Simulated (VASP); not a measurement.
**BN: single point with PBEsol**

BN:

```
CELL_PARAMETERS angstrom
0.00000 1.82557 1.80750
1.82557 0.00000 1.80750
1.82557 1.82557 0.00000
ATOMIC_POSITIONS crystal
B 0.00000 0.00000 0.00000
N 0.75000 0.75000 0.75000
```

This cell differs from its parent crystal: equal xx and yy strain of +1 %.

```json
{
  "Program": "VASP 6.6.1",
  "Task": "single point",
  "Functional": "PBEsol",
  "Potentials or basis": "VASP PAW PBE potentials, release 64 (B, N)",
  "Cutoff": "520 eV",
  "k mesh": "13 × 13 × 13",
  "Occupations": "fermi-dirac, width 0.03 eV",
  "Spin": "no spin polarisation"
}
```

```json
{"Pressure": "-9.6 GPa", "Band gap on the k mesh": "4.16 eV, indirect (least direct gap 8.56 eV)"}
```

Stress tensor (GPa, compression positive):
```
-11.56   0.00   0.00
  0.00 -11.56   0.00
  0.00   0.00  -5.72
```

Levels at points of the mesh, in eV from the valence-band top:
| k point | band 1 | band 2 | band 3 | band 4 | band 5 | band 6 | band 7 | band 8 |
| --- | --- | --- | --- | --- | --- | --- | --- | --- |
| (0.00, 0.00, 0.00) | -20.09 | -0.10 | -0.10 | 0.00 | 8.56 | 8.63 | 8.63 | 9.88 |

Wall time 33 s on 1 thread of AMD EPYC 7R13, on a shared host, peak memory 0.11 GiB.

Caveat: the cell differs from its parent crystal (equal xx and yy strain of +1 %); the PAW data sets were made with another functional, which shifts forces and pressure a little. A k mesh can miss the band edges.
